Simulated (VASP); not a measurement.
Wanted: the native input for a VASP 6.6.1 run.

- Task: single point
- Functional: PBEsol
- Potentials or basis: VASP PAW PBE potentials, release 64 (C, W_sv, H)
- Cutoff: 520 eV
- k mesh: 10 × 10 × 1
- Occupations: gaussian, width 0.1 eV
- Spin: no spin polarisation
- Dipole correction: yes
- Further INCAR settings: ALGO = Normal; EDIFF = 1e-07; NBANDS = 40

The structure of HW3C4 lies in POSCAR:

```
HW3C4
1.0
    2.8276119036      0.0000000000      0.0000000000
    0.0000000000      2.8984136670      0.0000000000
    0.0000000000      0.0000000000     25.9568996880
C W H
4 3 1
Direct
    0.5000000000      0.0000000000      0.3274659186
    0.5000000000      0.5000000000      0.4241685255
    0.5000494655     -0.0013225164      0.5206710535
    0.5000197157      0.6792891487      0.6108470125
    0.0000000000      0.5000000000      0.3597001209
    0.0000104971     -0.0012752105      0.4564888705
    0.0000321337      0.5151210724      0.5556201277
    0.5000776708      0.7547468181      0.6522742921
```

One way to write it, as run:

INCAR

```
ALGO     = Normal         # electronic algorithm
DIPOL    = 0.5 0.5 0.488
EDIFF    = 1E-7           # SCF threshold, eV
ENCUT    = 520            # plane-wave cutoff, eV
GGA      = PS             # functional
IDIPOL   = 3            
ISIF     = 2              # what is computed and relaxed
ISMEAR   = 0              # smearing method
LASPH    = T              # aspherical terms in the spheres
LCHARG   = F              # write CHGCAR
LDIPOL   = T            
LREAL    = F              # projectors in reciprocal space
LWAVE    = F              # write WAVECAR
NBANDS   = 40             # bands
NELM     = 60             # most SCF steps
PREC     = Accurate       # precision mode
SIGMA    = 0.1            # smearing width, eV
```

KPOINTS

```
k-points
0
Gamma
  10 10 1
```

Potentials or basis: VASP PAW PBE potentials, release 64 (C, W_sv, H).

The run is started by

```bash
$ cat potpaw_PBE.64/C/POTCAR potpaw_PBE.64/W_sv/POTCAR potpaw_PBE.64/H/POTCAR > POTCAR
$ mpirun -np 1 vasp_std > vasp.out
```

Results of the run:

The largest force is 2.626 eV/Å.

Caveat: the PAW data sets were made with another functional, which shifts forces and pressure a little.

Wall time 12 min on 1 thread of Intel(R) Xeon(R) Platinum 8259CL CPU @ 2.50GHz (Skylake/Cascade Lake), with other jobs on the host, peak memory 0.56 GiB.
